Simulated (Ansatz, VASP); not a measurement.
Two plane-wave programs on Zn

Contents of INCAR:

```
SYSTEM = Zn
PREC = Accurate
ENCUT = 520
EDIFF = 1E-7
ISMEAR = 0
SIGMA = 0.15
LREAL = .False.
LASPH = .True.
NELM = 80
ALGO = Fast
ISIF = 2
LWAVE = .False.
LCHARG = .False.
GGA = PS
NBANDS = 19
```

The input KPOINTS:

```
regular mesh
0
Gamma
  24 24 10
  0 0 0
```

The input POSCAR:

```
Zn
1.0
    2.6647980532      0.0000000000      0.0000000000
   -1.3323990266      2.3077828100      0.0000000000
    0.0000000000      0.0000000000      4.9467000000
Zn
2
Direct
    0.2900016994      0.5800033987      0.2500000000
    0.6666666667      0.3333333333      0.7500000000
```

Input for Ansatz:

```yaml
crystal:
  lattice:
    - [2.6647980532, 0.0, 0.0]
    - [-1.3323990266, 2.30778281, 0.0]
    - [0.0, 0.0, 4.9467]
  atoms:
    - { symbol: Zn, position: [0.2900016994, 0.5800033987, 0.25] }
    - { symbol: Zn, position: [0.6666666667, 0.3333333333, 0.75] }
basis:
  ecutwfc: 420
kpoints:
  mp_grid: { grid: [24, 24, 10] }
hamiltonian:
  xc: pbesol
scf:
  occupations: { method: gaussian, width: 0.15 }
output:
  forces: true
  stress: true
  eigenvalues: true
```

Alike in both runs: task single point; functional PBEsol; k mesh 24 × 24 × 10; occupations gaussian, width 0.15 eV; no spin polarisation.

|  | VASP | Ansatz |
| --- | --- | --- |
| version | VASP 6.6.1 | Ansatz 0.2.0 |
| potentials or method | VASP PAW PBE potentials, release 64 (Zn), cutoff 520 eV | scalar-relativistic, plane waves, PAW |
| valence electrons in the cell | 24 | 24 |

|  | VASP | Ansatz | Ansatz less VASP |
| --- | --- | --- | --- |
| gap on the k mesh at the Fermi level (eV) | none | none | - |
| pressure (GPa) | -4.8 | -5.2 | -0.34 |
| traceless stress, the component that is largest in VASP (GPa) | 1.96 | 2.08 | +0.123 |
| rms of the force components (eV/Å) | 0.044 | 0.043 | -0.0006 |

VASP's potentials were made for PBE, not for PBEsol. Atom by atom the forces differ by 0.001 eV/Å (rms over components). A gap of «none» marks a metal or a gap that the smearing closes.
